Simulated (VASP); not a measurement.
# Ti4Pb (C2/m) in VASP: notebook

Runs on Ti4Pb. Level: PBE. Tasks: single point.

All numbers are computed with VASP 6.6.1; they aren't measurements. Logs are shortened: lines on timing, memory, paths and dates and some standing lists are left out, and cuts for length are marked.

## (1) The cell of the first run

Symmetry: C2/m, No. 12, monoclinic system. The conventional cell has a = 4.914 Å, b = 3.559 Å, c = 11.036 Å, α = 90.00°, β = 96.74°, γ = 90.00°. Within 3.6 Å of Ti (site symmetry m) lie 10 Ti at 2.74 to 3.56 Å and 3 Pb at 3.01 to 3.19 Å. Within 3.6 Å of Ti (site symmetry m) lie 13 Ti at 2.74 to 3.56 Å. Pb (site symmetry 2/m) has 8 Ti at 3.01 to 3.70 Å and 6 Pb at 3.03 to 3.56 Å within 4.0 Å.

## (2) Single point, PBE

Contents of INCAR:

```
PREC = Accurate ; ENCUT = 520
EDIFF = 1E-6 ; ISMEAR = 0
SIGMA = 0.1 ; LREAL = F
LASPH = T ; NELM = 60
ALGO = Normal ; ISIF = 2
LWAVE = F ; LCHARG = F
GGA = PE ; NBANDS = 39
```

Contents of KPOINTS:

```
Automatic mesh
0
Gamma
  6 6 2
```

Contents of POSCAR:

```
Ti4Pb
1.0
    2.4571789571     -1.7796171953      0.0000000000
    2.4571789571      1.7796171953      0.0000000000
   -1.2953145291      0.0000000000     10.9595686063
Ti Pb
4 1
Direct
    0.3688508536      0.3688508536      0.2806517840
    0.2743587919      0.2743587919      0.9051424847
    0.6311491464      0.6311491464      0.7193482160
    0.7256412081      0.7256412081      0.0948575153
    0.0000000000      0.0000000000      0.5000000000
```

Potentials or basis: VASP PAW PBE potentials, release 64 (Ti_sv, Pb_d).

Started as:

```console
> cat potpaw_PBE.64/Ti_sv/POTCAR potpaw_PBE.64/Pb_d/POTCAR > POTCAR
> mpirun -np 1 vasp_std > vasp.out
```

OUTCAR:

```text
PREC = Accurate
   ENCUT = 520
   EDIFF = 1E-6
   ISMEAR = 0
   LREAL = F
   LASPH = T
   NELM = 60
   ISIF = 2
   GGA = PE

 ion  position               nearest neighbor table
   1  0.369  0.369  0.281-   4 2.74   4 2.74   4 2.85   5 3.01   5 3.01   5 3.19
   2  0.274  0.274  0.905-   3 2.74   3 2.74   4 2.78   4 2.78   3 2.85   4 2.87
   3  0.631  0.631  0.719-   2 2.74   2 2.74   2 2.85   5 3.01   5 3.01   5 3.19
   4  0.726  0.726  0.095-   1 2.74   1 2.74   2 2.78   2 2.78   1 2.85   2 2.87
   5  0.000  0.000  0.500-   3 3.01   3 3.01   1 3.01   1 3.01   1 3.19   3 3.19

  LATTYP: Found a base centered monoclinic cell.
 ALAT       =     4.9143579142
 B/A-ratio  =     0.7242521714
 C/A-ratio  =     2.2456341452
 COS(beta)  =    -0.1173733366

  Lattice vectors:

 A1 = (   2.4571789571,  -1.7796171953,   0.0000000000)
 A2 = (   2.4571789571,   1.7796171953,   0.0000000000)
 A3 = (  -1.2953145291,   0.0000000000,  10.9595686063)

Analysis of symmetry for initial positions (statically):
=====================================================================
 Subroutine PRICEL returns:
 Original cell was already a primitive cell.

 Routine SETGRP: Setting up the symmetry group for a
 base centered monoclinic supercell.

 Subroutine GETGRP returns: Found  4 space group operations
 (whereof  4 operations were pure point group operations)
 out of a pool of  4 trial point group operations.

The static configuration has the point symmetry C_2h.

Analysis of symmetry for dynamics (positions and initial velocities):
=====================================================================
 Subroutine PRICEL returns:
 Original cell was already a primitive cell.

 Routine SETGRP: Setting up the symmetry group for a
 base centered monoclinic supercell.

 Subroutine GETGRP returns: Found  4 space group operations
 (whereof  4 operations were pure point group operations)
 out of a pool of  4 trial point group operations.

The dynamic configuration has the point symmetry C_2h.

 Subroutine INISYM returns: Found  4 space group operations
 (whereof  4 operations are pure point group operations),
 and found     1 'primitive' translations

----------------------------------------------------------------------------------------

                                     Primitive cell

  volume of cell :      95.8488

  direct lattice vectors                    reciprocal lattice vectors
     2.457178957 -1.779617195  0.000000000     0.203485383 -0.280959299  0.024049995
     2.457178957  1.779617195  0.000000000     0.203485383  0.280959299  0.024049995
    -1.295314529  0.000000000 10.959568606     0.000000000  0.000000000  0.091244467

  length of vectors
     3.033935693  3.033935693 11.035849934     0.347739602  0.347739602  0.091244467

  position of ions in fractional coordinates (direct lattice)
     0.368850854  0.368850854  0.280651784
     0.274358792  0.274358792  0.905142485
     0.631149146  0.631149146  0.719348216
     0.725641208  0.725641208  0.094857515
     0.000000000  0.000000000  0.500000000

  ion indices of the primitive-cell ions
   primitive index   ion index
                 1           1
                 2           2
                 3           3
                 4           4
                 5           5

----------------------------------------------------------------------------------------

 KPOINTS: Automatic mesh

Automatic generation of k-mesh.
 Grid dimensions read from file:
 generate k-points for:    6    6    2

 Generating k-lattice:

  Cartesian coordinates                     Fractional coordinates (reciprocal lattice)
     0.033914230 -0.046826550  0.004008333     0.166666667  0.000000000  0.000000000
     0.033914230  0.046826550  0.004008333     0.000000000  0.166666667  0.000000000
     0.000000000  0.000000000  0.045622234     0.000000000  0.000000000  0.500000000

  Length of vectors
     0.057956600  0.057956600  0.045622234

  Shift w.r.t. Gamma in fractional coordinates (k-lattice)
     0.000000000  0.000000000  0.000000000

 Subroutine IBZKPT returns following result:
 ===========================================

 Found     26 irreducible k-points:

 Following reciprocal coordinates:
            Coordinates               Weight
  0.000000  0.000000  0.000000      1.000000
  0.166667  0.000000  0.000000      4.000000
  0.333333  0.000000  0.000000      4.000000
  0.500000 -0.000000  0.000000      2.000000
  0.166667  0.166667  0.000000      2.000000
  0.333333  0.166667  0.000000      4.000000
[... 16 lines left out ...]
  0.333333  0.333333  0.500000      2.000000
  0.500000  0.333333  0.500000      4.000000
 [... further k-points ...]
   k-points           NKPTS =     26   k-points in BZ     NKDIM =     26   number of bands    NBANDS=     39
   number of dos      NEDOS =    301   number of ions     NIONS =      5
   total plane-waves  NPLWV =  48384
   dimension x,y,z NGX =    24 NGY =   24 NGZ =   84
   dimension x,y,z NGXF=    48 NGYF=   48 NGZF=  168
   ions per type =               4   1
   NGX,Y,Z   is equivalent  to a cutoff of  13.15, 13.15, 12.65 a.u.
   NGXF,Y,Z  is equivalent  to a cutoff of  26.30, 26.30, 25.31 a.u.
 SYSTEM =  unknown system
   PREC   = accura    normal or accurate (medium, high low for compatibility)
   ISTART =      0    job   : 0-new  1-cont  2-samecut
   ICHARG =      2    charge: 1-file 2-atom 10-const
   ISPIN  =      1    spin polarized calculation?
   LNONCOLLINEAR =      F non collinear calculations
   LSORBIT =      F    spin-orbit coupling
   LASPH  =      T    aspherical Exc in radial PAW
   ENCUT  =  520.0 eV  38.22 Ry    6.18 a.u.   5.64  5.64 20.52*2*pi/ulx,y,z
   NELM   =     60;   NELMIN=  2; NELMDL= -5     # of ELM steps
   EDIFF  = 0.1E-05   stopping-criterion for ELM
   LREAL  =      F    real-space projection
   EDIFFG = 0.1E-04   stopping-criterion for IOM
   NSW    =      0    number of steps for IOM
   IBRION =     -1    ionic relax: 0-MD 1-quasi-New 2-CG
   NFREE  =      0    steps in history (QN), initial steepest desc. (CG)
   ISIF   =      2    stress and relaxation
   ISYM   =      2    0-nonsym 1-usesym 2-fastsym
   POTIM  = 0.5000    time-step for ionic-motion
   TEBEG  =    0.0;   TEEND  =   0.0 temperature during run
   PSTRESS=    0.0 pullay stress
   NELECT =      62.0000    total number of electrons
   NUPDOWN=      -1.0000    fix difference up-down
   EMIN   =  10.00;   EMAX   =-10.00  energy-range for DOS
   EFERMI =   0.00;   METHOD = LEGACY
   ISMEAR =     0;   SIGMA  =   0.10  broadening in eV -4-tet -1-fermi 0-gaus
   EFERMI_NEDOS =   21; number of points for ismear=-14 and -15
   IALGO  =     38    algorithm
   IMIX   =      4    mixing-type and parameters
     AMIX     =   0.40;   BMIX     =  1.00
     AMIX_MAG =   1.60;   BMIX_MAG =  1.00
  volume/ion in A,a.u.               =      19.17       129.36
  Fermi-wavevector in a.u.,A,eV,Ry     =   1.415826  2.675523 27.273726  2.004562
  Thomas-Fermi vector in A             =   2.537224
   LORBIT       =      0    0 simple, 1 ext, 2 COOP (PROOUT), +10 PAW based schemes
   GGA     = PE    functional components
   LHFCALC =     F    Hartree Fock is set to
   AEXX    =    0.0000 exact exchange contribution
   IVDW    =     0    specifies the selected vdW correction
   LEPSILON=     F    determine dielectric tensor
   LRPA    =     F    only Hartree local field effects (RPA)
 non-spin polarized calculation
 Gauss-broadening in eV      SIGMA  =   0.10
  energy-cutoff  :      520.00
  volume of cell :       95.85
 maximum number of plane-waves:      2605
 NGX is ok and might be reduce to    24
   NGX = 11   NGY = 11   NGZ = 41

 number of electron      62.0000002 magnetization

 Free energy of the ion-electron system (eV)
  ---------------------------------------------------
  ext. energy  EPLUGINS =         0.00000000
  ---------------------------------------------------
  free energy    TOTEN  =       -34.50027468 eV

  energy without entropy =      -34.48639104  energy(sigma->0) =      -34.49333286

 E-fermi :   8.4185     XC(G=0): -11.3371

 val. band max:        8.4154241330   @ k =   0.1667   0.0000   0.5000
 cond. band min:       8.4492876298   @ k =   0.0000   0.0000   0.0000
 fundamental gap:      0.0338634968
 Fermi energy:         8.4184646593

 k-point     1 :       0.0000    0.0000    0.0000
  band No.  band energies     occupation
      1     -48.4395      2.00000
      2     -48.4369      2.00000
      3     -48.1730      2.00000
      4     -48.0836      2.00000
      5     -24.9039      2.00000
      6     -24.8474      2.00000
[... 31 lines left out ...]
     38      10.0704      0.00000
     39      10.3376      0.00000

 k-point     2 :       0.1667    0.0000    0.0000
  band No.  band energies     occupation
      1     -48.4303      2.00000
      2     -48.4285      2.00000
      3     -48.1630      2.00000
      4     -48.0843      2.00000
      5     -24.8770      2.00000
      6     -24.8496      2.00000
[... 31 lines left out ...]
     38      10.0206      0.00000
     39      10.3583      0.00000

 k-point     3 :       0.3333    0.0000    0.0000
  band No.  band energies     occupation
      1     -48.4120      2.00000
      2     -48.4115      2.00000
      3     -48.1392      2.00000
      4     -48.0895      2.00000
      5     -24.8602      2.00000
      6     -24.8315      2.00000
[... 31 lines left out ...]
     38      10.2269      0.00000
     39      10.4731      0.00000

 k-point     4 :       0.5000   -0.0000    0.0000
  band No.  band energies     occupation
      1     -48.4029      2.00000
      2     -48.4028      2.00000
      3     -48.1210      2.00000
      4     -48.0985      2.00000
      5     -24.8705      2.00000
      6     -24.8400      2.00000
[... 31 lines left out ...]
     38      10.3404      0.00000
     39      10.7043      0.00000
[... 754 lines left out ...]
     38      10.3569      0.00000
     39      10.3612      0.00000

 k-point    23 :       0.3333    0.3333    0.5000
  band No.  band energies     occupation
      1     -48.3975      2.00000
      2     -48.3968      2.00000
      3     -48.1260      2.00000
      4     -48.0688      2.00000
      5     -24.8211      2.00000
      6     -24.8100      2.00000
[... 31 lines left out ...]
     38      10.2734      0.00000
     39      10.4142      0.00000

 k-point    24 :       0.5000    0.3333    0.5000
  band No.  band energies     occupation
      1     -48.3885      2.00000
      2     -48.3882      2.00000
      3     -48.1115      2.00000
      4     -48.0738      2.00000
      5     -24.8259      2.00000
      6     -24.8040      2.00000
[... 31 lines left out ...]
     38      10.6102      0.00000
     39      10.7465      0.00000

 [... further k-points ...]
[... 5 lines left out ...]
  --------------------------------------------------------------------------------------
  -------------------------------------------------------------------------------------
  Total        0.1650391      0.4922299     -0.0850622      0.0000000      0.0000000      0.0466602
  in kB        2.7587384      8.2279515     -1.4218707      0.0000000      0.0000000      0.7799570
  external PRESSURE =       3.1882730 kB  Pullay stress =       0.0000000 kB

 VOLUME and BASIS-vectors are now :
 -----------------------------------------------------------------------------
  energy-cutoff  :      520.00
  volume of cell :       95.85
      direct lattice vectors                 reciprocal lattice vectors
     2.457178957 -1.779617195  0.000000000     0.203485383 -0.280959299  0.024049995
     2.457178957  1.779617195  0.000000000     0.203485383  0.280959299  0.024049995
    -1.295314529  0.000000000 10.959568606     0.000000000  0.000000000  0.091244467

 POSITION                                       TOTAL-FORCE (eV/Angst)
 -----------------------------------------------------------------------------------
      1.44913      0.00000      3.07582         0.033536      0.000000     -0.093508
      0.17585      0.00000      9.91997         0.074898      0.000000      0.011565
      2.16991      0.00000      7.88375        -0.033536      0.000000      0.093508
      3.44319      0.00000      1.03960        -0.074898      0.000000     -0.011565
     -0.64766      0.00000      5.47978         0.000000      0.000000     -0.000000
 -----------------------------------------------------------------------------------
    total drift:                                0.000000     -0.000000     -0.000000

  FREE ENERGIE OF THE ION-ELECTRON SYSTEM (eV)
  ---------------------------------------------------
  free  energy   TOTEN  =       -34.5002746821 eV

  energy  without entropy=      -34.4863910357  energy(sigma->0) =      -34.49333286
```

Run time: 53 s. Hardware: 1 thread of Intel Xeon 6975P-C (Granite Rapids), shared host; peak memory 0.24 GiB.

What came out:

* Free energy: -34.5003 eV
* Pressure: 0.3 GPa
* Largest force: 0.099 eV/Å
* Band gap on the k mesh: zero (band 31 reaches 9.02 eV, above the bottom of band 32 at 7.98 eV)

Forces on the atoms (eV/Å):
```
Ti   0.034  0.000 -0.094
Ti   0.075  0.000  0.012
Ti  -0.034  0.000  0.094
Ti  -0.075  0.000 -0.012
Pb   0.000  0.000  0.000
```

Caveat: the k points lie up to 0.36 Å⁻¹ apart; spin-orbit coupling is left out, which moves the levels of the heavy elements.

## (3) Single point, PBE

This run uses another cell than the first one, of 19.27 Å³/atom, 1.005 times its volume.

Contents of INCAR:

```
  ALGO = Normal
  EDIFF = 1E-7
  ENCUT = 520
  GGA = PE
  ISIF = 2
  ISMEAR = 0
  LASPH = T
  LCHARG = F
  LREAL = F
  LWAVE = F
  NBANDS = 39
  NELM = 60
  PREC = Accurate
  SIGMA = 0.1
```

Contents of KPOINTS:

```
k-points
0
Gamma
  6 6 2
```

Contents of POSCAR:

```
Ti4Pb
1.0
    2.4588507165     -1.7907304142      0.0005606195
    2.4588507165      1.7907304142      0.0005606195
   -1.2936953171      0.0000000000     10.9414930588
Ti Pb
4 1
Direct
    0.3688727119      0.3688727119      0.2793674111
    0.2757586997      0.2757586997      0.9057032453
    0.6311272881      0.6311272881      0.7206325889
    0.7242413003      0.7242413003      0.0942967547
    0.0000000000      0.0000000000      0.5000000000
```

Potentials or basis: VASP PAW PBE potentials, release 64 (Ti_sv, Pb_d).

Started as:

```console
> cat potpaw_PBE.64/Ti_sv/POTCAR potpaw_PBE.64/Pb_d/POTCAR > POTCAR
> mpirun -np 1 vasp_std > vasp.out
```

Run time: 60 s. Hardware: 1 thread of Intel Xeon 6975P-C (Granite Rapids), shared host; peak memory 0.24 GiB.

Results (log left out):

| Item | Value |
| --- | --- |
| Free energy | -34.5047 eV |
| Pressure | -0.1 GPa |
| Largest force | 0.017 eV/Å |
| Band gap on the k mesh | zero (band 31 reaches 8.95 eV, above the bottom of band 32 at 7.92 eV) |

Forces on the atoms (eV/Å):
```
Ti   0.003  0.000 -0.017
Ti   0.005  0.000  0.015
Ti  -0.003  0.000  0.017
Ti  -0.005  0.000 -0.015
Pb   0.000  0.000  0.000
```

Stress tensor (GPa, compression positive):
```
-0.17  0.00  0.02
 0.00  0.07  0.00
 0.02  0.00 -0.23
```

Levels at points of the mesh, in eV from the Fermi level:
| k point | band 28 | band 29 | band 30 | band 31 | band 32 | band 33 | band 34 | band 35 |
| --- | --- | --- | --- | --- | --- | --- | --- | --- |
| (0.00, 0.00, 0.00) | -0.62 | -0.45 | 0.02 | 0.61 | 0.96 | 1.23 | 1.29 | 1.42 |
| (0.50, 0.00, 0.00) | -1.29 | -0.80 | -0.27 | -0.22 | 0.68 | 0.81 | 1.04 | 1.19 |
| (0.50, 0.50, 0.00) | -0.96 | -0.80 | -0.69 | -0.39 | 0.07 | 0.24 | 0.64 | 1.32 |
| (0.00, 0.00, 0.50) | -0.62 | -0.47 | 0.07 | 0.53 | 0.95 | 1.25 | 1.29 | 1.43 |
| (0.50, 0.00, 0.50) | -1.40 | -0.76 | -0.31 | -0.11 | 0.68 | 0.78 | 1.07 | 1.17 |
| (0.50, 0.50, 0.50) | -1.22 | -0.80 | -0.69 | -0.65 | -0.20 | 1.01 | 1.08 | 1.41 |

Caveat: the k points lie up to 0.36 Å⁻¹ apart; spin-orbit coupling is left out, which moves the levels of the heavy elements.
